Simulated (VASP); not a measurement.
Runs of VASP 6.6.1 on MnO2. The structure is that of space group P-3m1 (No. 164), or close to it. The cells are those of the table. 

| level | cell | smearing | gap on the mesh (eV) | pressure (GPa) | moment (μB) | largest force (eV/Å) |
| --- | --- | --- | --- | --- | --- | --- |
| PBE | a = 2.877, b = 2.877, c = 5.988 Å, angles 90.0, 90.0, 120.0°, 3 atoms | gaussian 0.05 eV | 1.03 | (b) | 3.00 | (c) |
| revPBE | a = 2.877, b = 2.877, c = 5.446 Å, angles 90.0, 90.0, 120.0°, 3 atoms | gaussian 0.05 eV | (a) | 3.8 | 3.00 | (d) |
| PBE+D4 | a = 2.877, b = 2.877, c = 5.446 Å, angles 90.0, 90.0, 120.0°, 3 atoms | gaussian 0.05 eV | 0.99 | -1.0 | 3.00 | 0.06 |
| RPBE | a = 2.877, b = 2.877, c = 5.446 Å, angles 90.0, 90.0, 120.0°, 3 atoms | tetrahedron | 1.11 | 4.7 | 3.00 | 0.39 |
| PBE | a = 2.875, b = 2.875, c = 5.344 Å, angles 90.0, 90.0, 120.0°, 3 atoms | gaussian 0.05 eV | 0.98 | 1.0 | 3.00 | 0.10 |

Alike in all rows: task single point; potentials or basis VASP PAW PBE potentials, release 64 (Mn_pv, O); spin collinear, ferromagnetic start; k mesh 14 × 14 × 6; cutoff (eV) 520.

Q: Fill in the values left out.

A: (a) 1.08; (b) 0.6; (c) 0.08; (d) 0.30.

Caveats: a cell with one magnetic atom can't hold antiferromagnetic order, which such compounds often take; the PAW data sets were made with another functional, which shifts forces and pressure a little (some runs).

A k mesh can miss the band edges.
